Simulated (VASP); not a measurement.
Crystal: Na.

```
Na
1.0
     0.00000    3.21951    3.21951
     3.21951    0.00000    3.21951
     3.21951    3.21951    0.00000
Na
2
Direct
  0.00000 0.00000 0.00000
  0.25000 0.25000 0.25000
```

```yaml
Program: VASP 6.6.1
Task: relaxation of cell and atoms
Functional: PBE
Potentials_or_basis: VASP PAW PBE potentials, release 64 (Na_pv)
Cutoff: 600 eV
k_mesh: 10 × 10 × 10
Occupations: fermi-dirac, width 0.03 eV
Spin: no spin polarisation
```

At the start: pressure 3.3 GPa; volume 33.37 Å³/atom.

**Question.** How do energy, volume and symmetry change on relaxing?

**Answer.** Over 20 steps the energy falls by 148.4 meV/atom and the volume is 52.76 Å³/atom (+58.1 %); space group Fd-3m (No. 227, to 0.05 Å).

Step by step:
```
step  energy change (eV)  largest force (eV/Å)  pressure (GPa)  volume (Å³)
   1              0.0000                0.0000            3.32        66.74
   2             -0.1196                0.0000            2.30        73.65
   3             -0.2878                0.0000            0.34        97.21
   4             -0.2962                0.0000            0.12       103.48
   5             -0.2965                0.0000           -0.04       107.82
   6             -0.2968                0.0000           -0.02       106.61
   7             -0.2968                0.0000            0.02       105.49
   8             -0.2968                0.0000            0.02       105.49
   9             -0.2968                0.0000            0.02       105.49
  10             -0.2968                0.0000            0.02       105.49
  11             -0.2968                0.0000            0.02       105.49
  12             -0.2968                0.0000            0.02       105.49
  13             -0.2968                0.0000            0.02       105.49
  14             -0.2968                0.0000            0.02       105.49
  15             -0.2968                0.0000            0.02       105.49
  16             -0.2968                0.0000            0.02       105.50
  17             -0.2968                0.0000            0.02       105.50
  18             -0.2968                0.0000            0.02       105.50
  19             -0.2968                0.0000            0.03       105.51
  20             -0.2968                0.0000            0.00       105.53
```

Final structure:
```
Na
1.0
     0.00000    3.75072    3.75072
     3.75072    0.00000    3.75072
     3.75072    3.75072    0.00000
Na
2
Direct
  0.00000 0.00000 0.00000
  0.25000 0.25000 0.25000
```

Caveat: the volume moved by over 15 % at a fixed basis, so the end points are rough.
